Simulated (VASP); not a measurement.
# HgTe (Coloradoite) (F-43m) in VASP: a series of runs, part 2 of 2

VASP 6.6.1.

## Step 3: Single point, r2SCAN+D3(BJ) (volume scaled by 0.840)

POSCAR reads:

```
HgTe
1.0
    0.0000000000      3.0815440256      3.0815440256
    3.0815440256      0.0000000000      3.0815440256
    3.0815440256      3.0815440256      0.0000000000
Hg Te
1 1
Direct
    0.0000000000      0.0000000000      0.0000000000
    0.2500000000      0.2500000000      0.2500000000
```

INCAR.step1 reads:

```
PREC = Accurate
ENCUT = 520
ISMEAR = 0
SIGMA = 0.05
LREAL = False
LASPH = True
NELM = 60
NBANDS = 16
GGA = PE
ALGO = Normal
EDIFF = 1E-4
LWAVE = True
LCHARG = False
```

INCAR.step2 reads:

```
PREC = Accurate
ENCUT = 520
EDIFF = 1E-6
ISMEAR = 0
SIGMA = 0.05
LREAL = False
LASPH = True
NELM = 60
ALGO = Normal
ISIF = 2
LWAVE = False
LCHARG = False
METAGGA = R2SCAN
LMIXTAU = True
IVDW = 12
VDW_S6 = 1.0
VDW_S8 = 0.78981345
VDW_A1 = 0.49484001
VDW_A2 = 5.73083694
NBANDS = 16
ISTART = 1
```

KPOINTS reads:

```
regular mesh
0
Gamma
  10 10 10
```

Potentials or basis: VASP PAW PBE potentials, release 64 (Hg, Te).

Launch:

```console
> cat potpaw_PBE.64/Hg/POTCAR potpaw_PBE.64/Te/POTCAR > POTCAR
> cp INCAR.step1 INCAR
> mpirun -np 1 vasp_std > vasp.out
> cp INCAR.step2 INCAR
> mpirun -np 1 vasp_std > vasp.out
```

OUTCAR:

```text
PREC = Accurate
   ENCUT = 520
   EDIFF = 1E-6
   ISMEAR = 0
   LREAL = False
   LASPH = True
   NELM = 60
   ISIF = 2
   METAGGA = R2SCAN
   IVDW = 12
   ISTART = 1
 IVDW          = 12

 ion  position               nearest neighbor table
   1  0.000  0.000  0.000-   2 2.67   2 2.67   2 2.67   2 2.67
   2  0.250  0.250  0.250-   1 2.67   1 2.67   1 2.67   1 2.67

  LATTYP: Found a face centered cubic cell.
 ALAT       =     6.1630880512

  Lattice vectors:

[... 644 lines left out ...]

 Edisp (eV)   -0.40381

 E8    (eV) :    -0.1463

  FORCE on cell =-STRESS in cart. coord.  units (eV):
  Direction    XX          YY          ZZ          XY          YZ          ZX
  --------------------------------------------------------------------------------------
  -------------------------------------------------------------------------------------
  Total       4.26995     4.26995     4.26995     0.00000    -0.00000    -0.00000
  in kB     116.89568   116.89568   116.89568     0.00000    -0.00000    -0.00000
  external pressure =      116.90 kB  Pullay stress =        0.00 kB

 VOLUME and BASIS-vectors are now :
 -----------------------------------------------------------------------------
  energy-cutoff  :      520.00
  volume of cell :       58.52
      direct lattice vectors                 reciprocal lattice vectors
     0.000000000  3.081544026  3.081544026    -0.162256322  0.162256322  0.162256322
     3.081544026  0.000000000  3.081544026     0.162256322 -0.162256322  0.162256322
     3.081544026  3.081544026  0.000000000     0.162256322  0.162256322 -0.162256322

 POSITION                                       TOTAL-FORCE (eV/Angst)
 -----------------------------------------------------------------------------------
      0.00000      0.00000      0.00000         0.000000      0.000000      0.000000
      1.54077      1.54077      1.54077        -0.000000     -0.000000     -0.000000
 -----------------------------------------------------------------------------------
    total drift:                                0.000000      0.000000      0.000000

  FREE ENERGIE OF THE ION-ELECTRON SYSTEM (eV)
  ---------------------------------------------------
  free  energy   TOTEN  =       -75.1527251490 eV

  energy  without entropy=      -75.1526353957  energy(sigma->0) =      -75.15268027
```

Wall time 90 s (1 thread of Intel Xeon 6975P-C, shared host); peak memory 0.22 GiB.

What came out:

```yaml
Free_energy: -75.1527 eV
Pressure: 11.7 GPa
Band_gap_on_the_k_mesh: zero (filled and empty bands touch)
Dispersion_energy_per_atom: -0.202 eV
```

Caveat: the PAW data sets were made with another functional, which shifts forces and pressure a little; spin-orbit coupling is left out, which moves the levels of the heavy elements; pairwise dispersion overbinds metals, which lowers pressure and volume.

## Step 4: Single point, r2SCAN+D3(BJ) (volume scaled by 0.880)

POSCAR reads:

```
HgTe
1.0
    0.0000000000      3.1297009294      3.1297009294
    3.1297009294      0.0000000000      3.1297009294
    3.1297009294      3.1297009294      0.0000000000
Hg Te
1 1
Direct
    0.0000000000      0.0000000000      0.0000000000
    0.2500000000      0.2500000000      0.2500000000
```

INCAR.step1 reads:

```
SYSTEM = HgTe
PREC = Accurate
ENCUT = 520
ISMEAR = 0
SIGMA = 0.05
LREAL = .FALSE.
LASPH = .TRUE.
NELM = 80
NBANDS = 16
GGA = PE
ALGO = Normal
EDIFF = 1E-4
LWAVE = .TRUE.
LCHARG = .FALSE.
```

INCAR.step2 reads:

```
SYSTEM = HgTe
PREC = Accurate
ENCUT = 520
EDIFF = 1E-7
ISMEAR = 0
SIGMA = 0.05
LREAL = .FALSE.
LASPH = .TRUE.
NELM = 80
ALGO = Normal
ISIF = 2
LWAVE = .FALSE.
LCHARG = .TRUE.
METAGGA = R2SCAN
LMIXTAU = .TRUE.
IVDW = 12
VDW_S6 = 1.0
VDW_S8 = 0.78981345
VDW_A1 = 0.49484001
VDW_A2 = 5.73083694
LELF = .TRUE.
LVHAR = .TRUE.
NBANDS = 16
ISTART = 1
```

KPOINTS reads:

```
Automatic mesh
0
G
  10 10 10
  0 0 0
```

Launch:

```console
> cat potpaw_PBE.64/Hg/POTCAR potpaw_PBE.64/Te/POTCAR > POTCAR
> cp INCAR.step1 INCAR
> mpirun -np 1 vasp_std > vasp.out
> cp INCAR.step2 INCAR
> mpirun -np 1 vasp_std > vasp.out
```

It took 2.5 min on 1 thread of Intel Xeon 6975P-C, shared host; peak memory 0.25 GiB.

It converged, with:

```
Free energy                : -75.3201 eV
Pressure                   : 7.6 GPa
Band gap on the k mesh     : zero (filled and empty bands touch)
Dispersion energy per atom : -0.193 eV
```

Levels at points of the mesh, in eV from the Fermi level:
| k point | band 6 | band 7 | band 8 | band 9 | band 10 | band 11 | band 12 | band 13 |
| --- | --- | --- | --- | --- | --- | --- | --- | --- |
| (0.00, 0.00, 0.00) | -7.60 | -0.16 | -0.02 | -0.02 | -0.02 | 4.33 | 4.33 | 4.33 |
| (0.50, 0.00, 0.00) | -7.21 | -6.39 | -1.26 | -1.26 | 0.95 | 5.23 | 5.23 | 7.07 |
| (0.50, 0.50, 0.00) | -6.99 | -6.19 | -2.84 | -2.84 | 1.99 | 2.45 | 9.14 | 9.83 |

Caveat: the PAW data sets were made with another functional, which shifts forces and pressure a little; spin-orbit coupling is left out, which moves the levels of the heavy elements; pairwise dispersion overbinds metals, which lowers pressure and volume.

## Step 5: Single point, r2SCAN+D3(BJ) (volume scaled by 0.920)

POSCAR reads:

```
HgTe
1.0
    0.0000000000      3.1764197713      3.1764197713
    3.1764197713      0.0000000000      3.1764197713
    3.1764197713      3.1764197713      0.0000000000
Hg Te
1 1
Direct
    0.0000000000      0.0000000000      0.0000000000
    0.2500000000      0.2500000000      0.2500000000
```

INCAR.step1 reads:

```
PREC = Accurate
ENCUT = 520
ISMEAR = 0
SIGMA = 0.05
LREAL = F
LASPH = T
NELM = 100
NBANDS = 16
GGA = PE
ALGO = Normal
EDIFF = 1E-4
LWAVE = T
LCHARG = F
```

INCAR.step2 reads:

```
PREC = Accurate
ENCUT = 520
EDIFF = 1E-6
ISMEAR = 0
SIGMA = 0.05
LREAL = F
LASPH = T
NELM = 100
ALGO = Normal
ISIF = 2
LWAVE = F
LCHARG = F
METAGGA = R2SCAN
LMIXTAU = T
IVDW = 12
VDW_S6 = 1.0
VDW_S8 = 0.78981345
VDW_A1 = 0.49484001
VDW_A2 = 5.73083694
NBANDS = 16
ISTART = 1
```

KPOINTS reads:

```
Automatic mesh
0
Gamma
  10 10 10
```

Launch:

```console
> cat potpaw_PBE.64/Hg/POTCAR potpaw_PBE.64/Te/POTCAR > POTCAR
> cp INCAR.step1 INCAR
> mpirun -np 1 vasp_std > vasp.out
> cp INCAR.step2 INCAR
> mpirun -np 1 vasp_std > vasp.out
```

Wall time 2.6 min (1 thread of Intel Xeon 6975P-C, shared host); peak memory 0.25 GiB.

It converged, with:

| Quantity | Value |
| --- | --- |
| Free energy | -75.4251 eV |
| Pressure | 4.5 GPa |
| Band gap on the k mesh | zero (filled and empty bands touch) |
| Dispersion energy per atom | -0.184 eV |

Levels at points of the mesh, in eV from the Fermi level:
```tsv
k point	band 5	band 6	band 7	band 8	band 9	band 10	band 11	band 12	band 13	band 14
(0.00, 0.00, 0.00)	-7.35	-7.35	-0.28	-0.02	-0.02	-0.02	4.43	4.43	4.43	6.80
(0.50, 0.00, 0.00)	-7.32	-6.99	-6.05	-1.15	-1.15	0.95	5.29	5.29	7.12	8.53
(0.50, 0.50, 0.00)	-7.27	-6.80	-5.91	-2.62	-2.62	2.04	2.58	8.93	9.65	9.65
```

Caveat: the PAW data sets were made with another functional, which shifts forces and pressure a little; spin-orbit coupling is left out, which moves the levels of the heavy elements; pairwise dispersion overbinds metals, which lowers pressure and volume.

## Step 6: Single point, r2SCAN+D3(BJ) (volume scaled by 0.960)

POSCAR reads:

```
HgTe
1.0
    0.0000000000      3.2218033281      3.2218033281
    3.2218033281      0.0000000000      3.2218033281
    3.2218033281      3.2218033281      0.0000000000
Hg Te
1 1
Direct
    0.0000000000      0.0000000000      0.0000000000
    0.2500000000      0.2500000000      0.2500000000
```

INCAR.step1 reads:

```
SYSTEM = HgTe
ALGO = Normal ; EDIFF = 1E-4
ENCUT = 520 ; GGA = PE
ISMEAR = 0 ; LASPH = .True.
LCHARG = .False. ; LREAL = .False.
LWAVE = .True. ; NBANDS = 16
NELM = 80 ; PREC = Accurate
SIGMA = 0.05
```

INCAR.step2 reads:

```
SYSTEM = HgTe
ALGO = Normal ; EDIFF = 1E-7
ENCUT = 520 ; ISIF = 2
ISMEAR = 0 ; ISTART = 1
IVDW = 12 ; LASPH = .True.
LCHARG = .False. ; LMIXTAU = .True.
LREAL = .False. ; LWAVE = .False.
METAGGA = R2SCAN ; NBANDS = 16
NELM = 80 ; PREC = Accurate
SIGMA = 0.05 ; VDW_A1 = 0.49484001
VDW_A2 = 5.73083694 ; VDW_S6 = 1.0
VDW_S8 = 0.78981345
```

KPOINTS reads:

```
k-points
0
Gamma
  10 10 10
  0 0 0
```

Potentials or basis: VASP PAW PBE potentials, release 64 (Hg, Te).

Launch:

```console
> cat potpaw_PBE.64/Hg/POTCAR potpaw_PBE.64/Te/POTCAR > POTCAR
> cp INCAR.step1 INCAR
> mpirun -np 1 vasp_std > vasp.out
> cp INCAR.step2 INCAR
> mpirun -np 1 vasp_std > vasp.out
```

It took 3.5 min on 1 thread of Intel Xeon 6975P-C, shared host; peak memory 0.25 GiB.

It converged, with:

- Free energy: -75.4813 eV
- Pressure: 2.0 GPa
- Band gap on the k mesh: zero (filled and empty bands touch)
- Dispersion energy per atom: -0.177 eV

Levels at points of the mesh, in eV from the Fermi level:
| k point | band 7 | band 8 | band 9 | band 10 | band 11 | band 12 |
| --- | --- | --- | --- | --- | --- | --- |
| (0.00, 0.00, 0.00) | -0.40 | -0.02 | -0.02 | -0.02 | 4.53 | 4.53 |
| (0.50, 0.00, 0.00) | -5.73 | -1.06 | -1.06 | 0.94 | 5.35 | 5.35 |
| (0.50, 0.50, 0.00) | -5.66 | -2.42 | -2.42 | 2.07 | 2.69 | 8.74 |

Caveat: the PAW data sets were made with another functional, which shifts forces and pressure a little; spin-orbit coupling is left out, which moves the levels of the heavy elements; pairwise dispersion overbinds metals, which lowers pressure and volume.

## Step 7: Overview

```tsv
cell	gap on the mesh (eV)	pressure (GPa)
a = 4.288 Å, angles 60.0°, 2 atoms	0.14	16.9
a = 4.358 Å, angles 60.0°, 2 atoms	none	11.7
a = 4.426 Å, angles 60.0°, 2 atoms	none	7.6
a = 4.492 Å, angles 60.0°, 2 atoms	none	4.5
a = 4.556 Å, angles 60.0°, 2 atoms	none	2.0
```

Alike in all rows: task single point; level r2SCAN+D3(BJ); potentials or basis VASP PAW PBE potentials, release 64 (Hg, Te); no spin polarisation; k mesh 10 × 10 × 10; cutoff (eV) 520; smearing gaussian 0.05 eV.

Caveats: the PAW data sets were made with another functional, which shifts forces and pressure a little; spin-orbit coupling is left out, which moves the levels of the heavy elements; pairwise dispersion overbinds metals, which lowers pressure and volume (some runs).

Absolute energies hang on the potentials; compare differences alone.
